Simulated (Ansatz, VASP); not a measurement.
Two plane-wave programs on Mg2BeSeO2

Contents of INCAR:

```
SYSTEM = Mg2BeSeO2
PREC     = Accurate       ! precision mode
ENCUT    = 600            ! plane-wave cutoff, eV
EDIFF    = 1E-6           ! SCF threshold, eV
ISMEAR   = 0              ! smearing method
SIGMA    = 0.1            ! smearing width, eV
LREAL    = .False.        ! projectors in reciprocal space
LASPH    = .True.         ! aspherical terms in the spheres
NELM     = 100            ! most SCF steps
ALGO     = Normal         ! electronic algorithm
ISIF     = 3              ! what is computed and relaxed
LWAVE    = .False.        ! write WAVECAR
LCHARG   = .False.        ! write CHGCAR
GGA      = PE             ! functional
IBRION   = 2              ! ionic algorithm
NSW      = 100            ! ionic steps
EDIFFG   = -0.01          ! ionic threshold
```

Contents of KPOINTS:

```
Automatic mesh
0
Gamma
  8 8 14
  0 0 0
```

The input POSCAR:

```
Mg2BeSeO2
1.0
    2.7535961158     -6.1623757955      0.0000000000
    2.7535961158      6.1623757955      0.0000000000
    0.0000000000      0.0000000000      2.7616139897
Mg Be Se O
2 1 1 2
Direct
    0.7668324679      0.2331675321      0.0000000000
    0.2331675321      0.7668324679      0.0000000000
    0.5000000000      0.5000000000      0.5000000000
    0.0000000000      0.0000000000      0.0000000000
    0.5000000000      0.0000000000      0.5000000000
    0.0000000000      0.5000000000      0.5000000000
```

Input for Ansatz:

```yaml
crystal:
  lattice:
    - [2.7535961158, -6.1623757955, 0.0]
    - [2.7535961158, 6.1623757955, 0.0]
    - [0.0, 0.0, 2.7616139897]
  atoms:
    - { symbol: Mg, position: [0.7668324679, 0.2331675321, 0.0] }
    - { symbol: Mg, position: [0.2331675321, 0.7668324679, 0.0] }
    - { symbol: Be, position: [0.5, 0.5, 0.5] }
    - { symbol: Se, position: [0.0, 0.0, 0.0] }
    - { symbol: O, position: [0.5, 0.0, 0.5] }
    - { symbol: O, position: [0.0, 0.5, 0.5] }
basis:
  ecutwfc: 420
kpoints:
  mp_grid: { grid: [8, 8, 14] }
hamiltonian:
  xc: pbe
scf:
  occupations: { method: gaussian, width: 0.1 }
output:
  forces: true
  stress: true
  eigenvalues: true
relax:
  adjacent_minimum: "off"
  f_tol: 0.01
  max_steps: 80
  cell: { stress_tol: 0.05 }
```

Change from the starting cell: species swapped into the CeAlCu2Ni2 type (Cmmm, No. 65).

Alike in both runs: task relaxation of cell and atoms; functional PBE; k mesh 8 × 8 × 14; occupations gaussian, width 0.1 eV; no spin polarisation.

|  | VASP | Ansatz |
| --- | --- | --- |
| version | VASP 6.6.1 | Ansatz 0.2.0 |
| potentials or method | VASP PAW PBE potentials, release 64 (Mg, Be, Se, O), cutoff 600 eV | scalar-relativistic, plane waves, PAW |
| valence electrons in the cell | 24 | 50 |

```tsv
	VASP	Ansatz	Ansatz less VASP
gap on the k mesh at the Fermi level, each at its own relaxed structure (eV)	none	none	-
relaxed volume (Å³/atom)	15.55	15.64	+0.087
relaxed length of the cell vector where the two differ most in proportion (Å)	6.722	6.749	+0.0270
```

A gap of «none» marks a metal or a gap that the smearing closes. VASP's potentials hold 24 valence electrons a cell and Ansatz's 50, so a difference there can come from the potentials and not from the codes.
